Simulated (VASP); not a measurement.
H2, 2 atoms in the cell. The cell holds a molecule_in_box, 2 atoms: a = 11.000 Å, b = 11.500 Å, c = 12.000 Å, α = 90.00°, β = 90.00°, γ = 90.00°. 

| Quantity | Value |
| --- | --- |
| Program | VASP 6.6.1 |
| Task | single point |
| Functional | PBE |
| Potentials or basis | VASP PAW PBE potentials, release 64 (H) |
| Cutoff | 400 eV |
| k mesh | 1 × 1 × 1 |
| Occupations | gaussian, width 0.01 eV |
| Spin | no spin polarisation |
| Dipole correction | no |
| Further INCAR settings | ALGO = Normal; EDIFF = 1e-06; NBANDS = 8; NELMDL = -8 |

Potentials or basis: VASP PAW PBE potentials, release 64 (H).

Command:

```bash
$ cat potpaw_PBE.64/H/POTCAR > POTCAR
$ mpirun -np 1 vasp_gam > vasp.out
```

Hardware: 1 thread of AMD EPYC 7R43 64-Core Processor (Zen 3), on a shared host.

**Question.** Estimate the wall time of this run.

**Answer.** Wall time 42 s on 1 thread of AMD EPYC 7R43 64-Core Processor (Zen 3), with other jobs on the host, peak memory 0.74 GiB. Counts: scf iterations 21, k points 1.
